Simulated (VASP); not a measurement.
LiF: G0W0 quasiparticle levels with PBE

LiF:

```
Li F
1.0
     3.28008    0.00000    0.00000
    -1.64004    2.84063    0.00000
     0.00000    0.00000    3.99960
Li F
2 2
Direct
  0.33333 0.66667 0.25000
  0.66667 0.33333 0.75000
  0.66667 0.33333 0.25000
  0.33333 0.66667 0.75000
```

| Property | Result |
| --- | --- |
| Program | VASP 6.6.1 |
| Task | G0W0 quasiparticle levels |
| Functional | PBE |
| Potentials or basis | VASP PAW PBE potentials, release 64 (Li_GW, F_GW) |
| Cutoff | 500 eV |
| k mesh | 6 × 6 × 4 |
| Occupations | gaussian, width 0.01 eV |
| Spin | no spin polarisation |
| Dipole correction | no |
| GW scheme | G0W0 |
| GW iterations | 1 |
| Cutoff of the response function | 140 |
| Frequency points | 96 |
| Empty bands | 140 |
| Further INCAR settings | ALGO = EVGW0; EDIFF = 1e-08; NBANDS = 148 |

The quasiparticle gap is 11.90 eV. The least direct quasiparticle gap is 11.90 eV and the band gap of the starting levels on the mesh is 7.80 eV. The least direct gap of the starting levels on the mesh is 7.80 eV.

It took 9 min on 1 thread of AMD EPYC 9R45 96-Core Processor (Zen 5), with other jobs on the host, peak memory 0.63 GiB.

Caveat: the k points lie up to 0.39 Å⁻¹ apart; bands, screening cutoff and mesh are small and nothing is extrapolated, so the quasiparticle values aren't converged.
